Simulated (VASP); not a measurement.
# Ru in VASP: further runs

Ru is run at these levels: r2SCAN; tasks: single point.

All numbers are computed with VASP 6.6.1; they aren't measurements. Logs are shortened: lines on timing, memory, paths and dates and some standing lists are left out, and cuts for length are marked.

## 1. The cell of the first run

It takes space group Fm-3m (No. 225, cubic). Conventional cell: a = 3.524 Å, b = 3.524 Å, c = 3.524 Å, α = 90.00°, β = 90.00°, γ = 90.00°. Within 3.3 Å of Ru (site symmetry m-3m) lie 12 Ru at 2.49 Å.

## 2. Single point, r2SCAN (strain -0.080 along x and y, -0.080 along z)

The input, POSCAR:

```
Ru
1.0
    0.0000000000      1.7618000000      1.7618000000
    1.7618000000      0.0000000000      1.7618000000
    1.7618000000      1.7618000000      0.0000000000
Ru
1
Direct
    0.0000000000      0.0000000000      0.0000000000
```

The input, INCAR.step1:

```
ALGO     = Normal         # electronic algorithm
EDIFF    = 1E-4           # SCF threshold, eV
ENCUT    = 520            # plane-wave cutoff, eV
GGA      = PE             # functional
ISMEAR   = 0              # smearing method
LASPH    = True           # aspherical terms in the spheres
LCHARG   = False          # write CHGCAR
LREAL    = False          # projectors in reciprocal space
LWAVE    = True           # write WAVECAR
NBANDS   = 13             # bands
NELM     = 80             # most SCF steps
PREC     = Accurate       # precision mode
SIGMA    = 0.15           # smearing width, eV
```

The input, INCAR.step2:

```
ALGO     = Normal         # electronic algorithm
EDIFF    = 1E-7           # SCF threshold, eV
ENCUT    = 520            # plane-wave cutoff, eV
ISIF     = 2              # what is computed and relaxed
ISMEAR   = 0              # smearing method
ISTART   = 1            
LASPH    = True           # aspherical terms in the spheres
LCHARG   = False          # write CHGCAR
LMIXTAU  = True         
LREAL    = False          # projectors in reciprocal space
LWAVE    = False          # write WAVECAR
METAGGA  = R2SCAN         # meta-GGA
NBANDS   = 13             # bands
NELM     = 80             # most SCF steps
PREC     = Accurate       # precision mode
SIGMA    = 0.15           # smearing width, eV
```

The input, KPOINTS:

```
k-points
0
Gamma
  22 22 22
```

Potentials or basis: VASP PAW PBE potentials, release 64 (Ru_pv).

The run is started by

```
$ cat potpaw_PBE.64/Ru_pv/POTCAR > POTCAR
$ cp INCAR.step1 INCAR
$ mpirun -np 1 vasp_std > vasp.out
$ cp INCAR.step2 INCAR
$ mpirun -np 1 vasp_std > vasp.out
```

OUTCAR:

```text
EDIFF = 1E-7
   ENCUT = 520
   ISIF = 2
   ISMEAR = 0
   ISTART = 1
   LASPH = True
   LREAL = False
   METAGGA = R2SCAN
   NELM = 80
   PREC = Accurate

 ion  position               nearest neighbor table
   1  0.000  0.000  0.000-

  LATTYP: Found a face centered cubic cell.
 ALAT       =     3.5236000000

  Lattice vectors:

 A1 = (   0.0000000000,   1.7618000000,   1.7618000000)
 A2 = (   1.7618000000,   0.0000000000,   1.7618000000)
 A3 = (   1.7618000000,   1.7618000000,   0.0000000000)

Analysis of symmetry for initial positions (statically):
=====================================================================
 Subroutine PRICEL returns:
 Original cell was already a primitive cell.

 Routine SETGRP: Setting up the symmetry group for a
 face centered cubic supercell.

 Subroutine GETGRP returns: Found 48 space group operations
 (whereof 48 operations were pure point group operations)
 out of a pool of 48 trial point group operations.

The static configuration has the point symmetry O_h .

Analysis of symmetry for dynamics (positions and initial velocities):
=====================================================================
 Subroutine PRICEL returns:
 Original cell was already a primitive cell.

 Routine SETGRP: Setting up the symmetry group for a
 face centered cubic supercell.

 Subroutine GETGRP returns: Found 48 space group operations
 (whereof 48 operations were pure point group operations)
 out of a pool of 48 trial point group operations.

The dynamic configuration has the point symmetry O_h .

 Subroutine INISYM returns: Found 48 space group operations
 (whereof 48 operations are pure point group operations),
 and found     1 'primitive' translations

----------------------------------------------------------------------------------------

                                     Primitive cell

  volume of cell :      10.9370

  direct lattice vectors                    reciprocal lattice vectors
     0.000000000  1.761800000  1.761800000    -0.283800658  0.283800658  0.283800658
     1.761800000  0.000000000  1.761800000     0.283800658 -0.283800658  0.283800658
     1.761800000  1.761800000  0.000000000     0.283800658  0.283800658 -0.283800658

  length of vectors
     2.491561454  2.491561454  2.491561454     0.491557160  0.491557160  0.491557160

  position of ions in fractional coordinates (direct lattice)
     0.000000000  0.000000000  0.000000000

  ion indices of the primitive-cell ions
   primitive index   ion index
                 1           1

----------------------------------------------------------------------------------------

 KPOINTS: k-points

Automatic generation of k-mesh.
 Grid dimensions read from file:
 generate k-points for:   22   22   22

 Generating k-lattice:

  Cartesian coordinates                     Fractional coordinates (reciprocal lattice)
    -0.012900030  0.012900030  0.012900030     0.045454545  0.000000000  0.000000000
     0.012900030 -0.012900030  0.012900030     0.000000000  0.045454545  0.000000000
     0.012900030  0.012900030 -0.012900030     0.000000000  0.000000000  0.045454545

  Length of vectors
     0.022343507  0.022343507  0.022343507

  Shift w.r.t. Gamma in fractional coordinates (k-lattice)
     0.000000000  0.000000000  0.000000000

 Subroutine IBZKPT returns following result:
 ===========================================

 Found    328 irreducible k-points:

 Following reciprocal coordinates:
            Coordinates               Weight
  0.000000  0.000000  0.000000      1.000000
  0.045455  0.000000  0.000000      8.000000
  0.090909  0.000000  0.000000      8.000000
  0.136364  0.000000  0.000000      8.000000
  0.181818  0.000000  0.000000      8.000000
  0.227273  0.000000  0.000000      8.000000
[... 16 lines left out ...]
  0.500000  0.045455  0.000000     24.000000
 -0.454545  0.045455  0.000000     24.000000
 [... further k-points ...]
   k-points           NKPTS =    328   k-points in BZ     NKDIM =    328   number of bands    NBANDS=     13
   number of dos      NEDOS =    301   number of ions     NIONS =      1
   total plane-waves  NPLWV =   8000
   dimension x,y,z NGX =    20 NGY =   20 NGZ =   20
   dimension x,y,z NGXF=    40 NGYF=   40 NGZF=   40
   ions per type =               1
   NGX,Y,Z   is equivalent  to a cutoff of  13.34, 13.34, 13.34 a.u.
   NGXF,Y,Z  is equivalent  to a cutoff of  26.69, 26.69, 26.69 a.u.
 SYSTEM =  unknown system
   PREC   = accura    normal or accurate (medium, high low for compatibility)
   ISTART =      1    job   : 0-new  1-cont  2-samecut
   ICHARG =      0    charge: 1-file 2-atom 10-const
   ISPIN  =      1    spin polarized calculation?
   LNONCOLLINEAR =      F non collinear calculations
   LSORBIT =      F    spin-orbit coupling
   LASPH  =      T    aspherical Exc in radial PAW
   ENCUT  =  520.0 eV  38.22 Ry    6.18 a.u.   4.63  4.63  4.63*2*pi/ulx,y,z
   NELM   =     80;   NELMIN=  2; NELMDL=  0     # of ELM steps
   EDIFF  = 0.1E-06   stopping-criterion for ELM
   LREAL  =      F    real-space projection
   EDIFFG = 0.1E-05   stopping-criterion for IOM
   NSW    =      0    number of steps for IOM
   IBRION =     -1    ionic relax: 0-MD 1-quasi-New 2-CG
   NFREE  =      0    steps in history (QN), initial steepest desc. (CG)
   ISIF   =      2    stress and relaxation
   ISYM   =      2    0-nonsym 1-usesym 2-fastsym
   POTIM  = 0.5000    time-step for ionic-motion
   TEBEG  =    0.0;   TEEND  =   0.0 temperature during run
   PSTRESS=    0.0 pullay stress
   NELECT =      14.0000    total number of electrons
   NUPDOWN=      -1.0000    fix difference up-down
   EMIN   =  10.00;   EMAX   =-10.00  energy-range for DOS
   EFERMI =   0.00;   METHOD = LEGACY
   ISMEAR =     0;   SIGMA  =   0.15  broadening in eV -4-tet -1-fermi 0-gaus
   EFERMI_NEDOS =   21; number of points for ismear=-14 and -15
   IALGO  =     38    algorithm
   IMIX   =      4    mixing-type and parameters
     AMIX     =   0.40;   BMIX     =  1.00
     AMIX_MAG =   1.60;   BMIX_MAG =  1.00
  volume/ion in A,a.u.               =      10.94        73.81
  Fermi-wavevector in a.u.,A,eV,Ry     =   1.777533  3.359050 42.989269  3.159622
  Thomas-Fermi vector in A             =   2.842907
   LORBIT       =      0    0 simple, 1 ext, 2 COOP (PROOUT), +10 PAW based schemes
   METAGGA = R2SCAN    functional components
   LHFCALC =     F    Hartree Fock is set to
   AEXX    =    0.0000 exact exchange contribution
   IVDW    =     0    specifies the selected vdW correction
   LEPSILON=     F    determine dielectric tensor
   LRPA    =     F    only Hartree local field effects (RPA)
 non-spin polarized calculation
 Gauss-broadening in eV      SIGMA  =   0.15
  energy-cutoff  :      520.00
  volume of cell :       10.94
 maximum number of plane-waves:       306
   NGX =  9   NGY =  9   NGZ =  9

 number of electron      13.9999998 magnetization

 Free energy of the ion-electron system (eV)
  ---------------------------------------------------
  ext. energy  EPLUGINS =         0.00000000
  ---------------------------------------------------
  free energy    TOTEN  =       -24.48338145 eV

  energy without entropy =      -24.47584864  energy(sigma->0) =      -24.47961504

 E-fermi :  16.9948     XC(G=0): -16.9890

 val. band max:       16.9944964525   @ k =  -0.2727   0.0455   0.0000
 cond. band min:      17.0031139719   @ k =   0.4091   0.3636   0.0455
 fundamental gap:      0.0086175194
 Fermi energy:        16.9947696217

 k-point     1 :       0.0000    0.0000    0.0000
  band No.  band energies     occupation
      1     -26.7480      2.00000
      2     -26.7480      2.00000
      3     -26.7480      2.00000
      4       7.5337      2.00000
      5      13.2885      2.00000
      6      13.2885      2.00000
      7      13.2885      2.00000
      8      16.8244      1.89183
      9      16.8244      1.89183
     10      25.6512      0.00000
     11      32.2801      0.00000
     12      39.7422      0.00000
     13      39.7422      0.00000

 k-point     2 :       0.0455    0.0000    0.0000
  band No.  band energies     occupation
      1     -26.7986      2.00000
      2     -26.7541      2.00000
      3     -26.7541      2.00000
      4       7.6525      2.00000
      5      13.2172      2.00000
      6      13.3415      2.00000
      7      13.3415      2.00000
      8      16.7832      1.95394
      9      16.7832      1.95394
     10      25.6509      0.00000
     11      32.5000      0.00000
     12      39.2191      0.00000
     13      39.9469      0.00000

 k-point     3 :       0.0909    0.0000    0.0000
  band No.  band energies     occupation
      1     -26.9451      2.00000
      2     -26.7718      2.00000
      3     -26.7718      2.00000
      4       7.9920      2.00000
      5      13.0325      2.00000
      6      13.4876      2.00000
      7      13.4876      2.00000
      8      16.6804      1.99696
      9      16.6804      1.99696
     10      25.6509      0.00000
     11      33.1225      0.00000
     12      38.0614      0.00000
     13      40.5492      0.00000

 k-point     4 :       0.1364    0.0000    0.0000
  band No.  band energies     occupation
      1     -27.1726      2.00000
      2     -26.7997      2.00000
      3     -26.7997      2.00000
      4       8.4935      2.00000
      5      12.8218      2.00000
      6      13.6815      2.00000
      7      13.6815      2.00000
      8      16.5793      1.99991
      9      16.5793      1.99991
     10      25.6507      0.00000
     11      34.0049      0.00000
     12      36.8136      0.00000
     13      41.5160      0.00000

 k-point     5 :       0.1818    0.0000    0.0000
  band No.  band energies     occupation
      1     -27.4591      2.00000
      2     -26.8353      2.00000
      3     -26.8353      2.00000
      4       9.0283      2.00000
      5      12.7430      2.00000
      6      13.8401      2.00000
      7      13.8401      2.00000
      8      16.5846      1.99989
      9      16.5846      1.99989
     10      25.6507      0.00000
     11      34.5405      0.00000
     12      36.1391      0.00000
     13      42.7995      0.00000
[... 257 lines left out ...]
 k-point    22 :       0.4545    0.0455    0.0000
  band No.  band energies     occupation
      1     -28.9485      2.00000
      2     -27.0540      2.00000
      3     -27.0514      2.00000
      4       8.9274      2.00000
      5      13.0045      2.00000
      6      13.2386      2.00000
      7      17.2394      0.02108
      8      19.4744      0.00000
      9      19.9037      0.00000
     10      25.6496      0.00000
     11      31.0022      0.00000
     12      33.0608      0.00000
     13      41.4646      0.00000

 k-point    23 :       0.5000    0.0455    0.0000
  band No.  band energies     occupation
      1     -29.0182      2.00000
      2     -27.0725      2.00000
      3     -27.0526      2.00000
      4       8.8602      2.00000
      5      12.9538      2.00000
      6      13.1612      2.00000
      7      17.6984      0.00000
      8      19.5675      0.00000
      9      20.3589      0.00000
     10      25.6493      0.00000
     11      30.8967      0.00000
     12      32.3392      0.00000
     13      41.1881      0.00000

 k-point    24 :      -0.4545    0.0455    0.0000
  band No.  band energies     occupation
      1     -29.0040      2.00000
      2     -27.0793      2.00000
      3     -27.0420      2.00000
      4       8.8754      2.00000
      5      12.9828      2.00000
      6      13.1574      2.00000
      7      17.6514      0.00000
      8      19.3788      0.00000
      9      20.3825      0.00000
     10      25.6493      0.00000
     11      30.9189      0.00000
     12      32.4926      0.00000
     13      41.0809      0.00000

 [... further k-points ...]
[... 5 lines left out ...]
  --------------------------------------------------------------------------------------
  -------------------------------------------------------------------------------------
  Total        8.2959678      8.2959678      8.2959678     -0.0000000      0.0000000     -0.0000000
  in kB     1215.2841354   1215.2841354   1215.2841354     -0.0000000      0.0000000     -0.0000000
  external PRESSURE =    1215.2841354 kB  Pullay stress =       0.0000000 kB

 VOLUME and BASIS-vectors are now :
 -----------------------------------------------------------------------------
  energy-cutoff  :      520.00
  volume of cell :       10.94
      direct lattice vectors                 reciprocal lattice vectors
     0.000000000  1.761800000  1.761800000    -0.283800658  0.283800658  0.283800658
     1.761800000  0.000000000  1.761800000     0.283800658 -0.283800658  0.283800658
     1.761800000  1.761800000  0.000000000     0.283800658  0.283800658 -0.283800658

 POSITION                                       TOTAL-FORCE (eV/Angst)
 -----------------------------------------------------------------------------------
      0.00000      0.00000      0.00000         0.000000      0.000000      0.000000
 -----------------------------------------------------------------------------------
    total drift:                               -0.000000     -0.000000     -0.000000

  FREE ENERGIE OF THE ION-ELECTRON SYSTEM (eV)
  ---------------------------------------------------
  free  energy   TOTEN  =       -24.4833814458 eV

  energy  without entropy=      -24.4758486408  energy(sigma->0) =      -24.47961504
```

It took 2.9 min on 1 thread of AMD EPYC 9R45 (Zen 5), shared host; peak memory 0.13 GiB.

What came out:

| Quantity | Value |
| --- | --- |
| Free energy | -24.4834 eV |
| Pressure | 121.5 GPa |
| Band gap on the k mesh | zero (band 7 reaches 20.34 eV, above the bottom of band 8 at 15.10 eV) |

Levels at points of the mesh, in eV from the Fermi level:
```tsv
k point	band 3	band 4	band 5	band 6	band 7	band 8	band 9	band 10	band 11	band 12
(0.00, 0.00, 0.00)	-43.74	-9.46	-3.71	-3.71	-3.71	-0.17	-0.17	8.66	15.29	22.75
(0.50, 0.00, 0.00)	-44.04	-8.23	-3.93	-3.93	1.53	2.56	2.56	8.65	13.97	15.07
(0.50, 0.50, 0.00)	-44.55	-9.03	-8.43	2.51	3.34	3.34	4.95	8.65	15.84	15.84
```

Caveat: the cell differs from its parent crystal (strain -0.080 along x and y, -0.080 along z); the PAW data sets were made with another functional, which shifts forces and pressure a little.

## 3. Single point, r2SCAN (strain -0.080 along x and y, +0.000 along z)

The input, POSCAR:

```
Ru
1.0
    0.0000000000      1.7618000000      1.9150000000
    1.7618000000      0.0000000000      1.9150000000
    1.7618000000      1.7618000000      0.0000000000
Ru
1
Direct
    0.0000000000      0.0000000000      0.0000000000
```

The input, INCAR.step1:

```
SYSTEM = Ru
ALGO     = Normal         ! electronic algorithm
EDIFF    = 1E-4           ! SCF threshold, eV
ENCUT    = 520            ! plane-wave cutoff, eV
GGA      = PE             ! functional
ISMEAR   = 0              ! smearing method
LASPH    = .True.         ! aspherical terms in the spheres
LCHARG   = .False.        ! write CHGCAR
LREAL    = .False.        ! projectors in reciprocal space
LWAVE    = .True.         ! write WAVECAR
NBANDS   = 13             ! bands
NELM     = 80             ! most SCF steps
PREC     = Accurate       ! precision mode
SIGMA    = 0.15           ! smearing width, eV
```

The input, INCAR.step2:

```
SYSTEM = Ru
ALGO     = Normal         ! electronic algorithm
EDIFF    = 1E-6           ! SCF threshold, eV
ENCUT    = 520            ! plane-wave cutoff, eV
ISIF     = 2              ! what is computed and relaxed
ISMEAR   = 0              ! smearing method
ISTART   = 1            
LASPH    = .True.         ! aspherical terms in the spheres
LCHARG   = .False.        ! write CHGCAR
LMIXTAU  = .True.       
LREAL    = .False.        ! projectors in reciprocal space
LWAVE    = .False.        ! write WAVECAR
METAGGA  = R2SCAN         ! meta-GGA
NBANDS   = 13             ! bands
NELM     = 80             ! most SCF steps
PREC     = Accurate       ! precision mode
SIGMA    = 0.15           ! smearing width, eV
```

The input, KPOINTS:

```
k-points
0
Gamma
  22 22 22
  0 0 0
```

Potentials or basis: VASP PAW PBE potentials, release 64 (Ru_pv).

The run is started by

```
$ cat potpaw_PBE.64/Ru_pv/POTCAR > POTCAR
$ cp INCAR.step1 INCAR
$ mpirun -np 1 vasp_std > vasp.out
$ cp INCAR.step2 INCAR
$ mpirun -np 1 vasp_std > vasp.out
```

Wall time 6.9 min (1 thread of AMD EPYC 9R45 (Zen 5), shared host); peak memory 0.19 GiB.

Results (log left out):

| Property | Result |
| --- | --- |
| Free energy | -24.9495 eV |
| Pressure | 63.5 GPa |
| Band gap on the k mesh | zero (band 7 reaches 18.07 eV, above the bottom of band 8 at 13.19 eV) |

Stress tensor (GPa, compression positive):
```
74.99  0.00  0.00
 0.00 74.99  0.00
 0.00  0.00 40.67
```

Levels at points of the mesh, in eV from the Fermi level:
| k point | band 4 | band 5 | band 6 | band 7 | band 8 | band 9 | band 10 | band 11 |
| --- | --- | --- | --- | --- | --- | --- | --- | --- |
| (0.00, 0.00, 0.00) | -9.06 | -4.16 | -2.81 | -2.81 | -1.10 | 0.59 | 8.59 | 15.62 |
| (0.50, 0.00, 0.00) | -7.51 | -4.10 | -2.83 | 1.28 | 1.91 | 2.50 | 8.58 | 12.57 |
| (0.50, 0.50, 0.00) | -7.96 | -7.47 | 2.27 | 2.81 | 2.81 | 3.05 | 8.58 | 14.94 |
| (0.50, 0.00, 0.50) | -8.15 | -7.50 | 2.01 | 2.23 | 3.52 | 5.12 | 8.59 | 13.80 |

Caveat: the cell differs from its parent crystal (strain -0.080 along x and y, +0.000 along z); the PAW data sets were made with another functional, which shifts forces and pressure a little.
